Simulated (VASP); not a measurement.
Input of a VASP 6.6.1 run:

File INCAR:

```
PREC = Accurate
ENCUT = 500
EDIFF = 1E-6
ISMEAR = 0
SIGMA = 0.1
LREAL = F
LASPH = T
NELM = 120
ALGO = Normal
ISIF = 2
LWAVE = F
LCHARG = T
GGA = PE
LELF = T
LVHAR = T
NBANDS = 26
GGA_COMPAT = F
```

KPOINTS

```
regular mesh
0
Gamma
  6 6 6
```

The input POSCAR:

```
Mo2Ir
1.0
    4.2859954691      0.0000000000      0.0000000000
   -2.1429977345      3.7117809568      0.0000000000
    0.0000000000      0.0000000000      2.7245668190
Mo Ir
2 1
Direct
    0.3333333333      0.6666666667      0.5000000000
    0.6666666667      0.3333333333      0.5000000000
    0.0000000000      0.0000000000      0.0000000000
```

Potentials or basis: VASP PAW PBE potentials, release 64 (Mo_sv, Ir).

The run is started by

```console
$ cat potpaw_PBE.64/Mo_sv/POTCAR potpaw_PBE.64/Ir/POTCAR > POTCAR
$ mpirun -np 1 vasp_std > vasp.out
```

(1) What does it give for the pressure?

(2) Estimate the band gap on the k mesh.

Results:

(1) 20.8 GPa.

(2) zero (an odd number of electrons rules out a gap without spin polarisation).

Caveat: the k points lie up to 0.38 Å⁻¹ apart, too coarse for converged energies and pressures of a metal; spin-orbit coupling is left out, which moves the levels of the heavy elements.
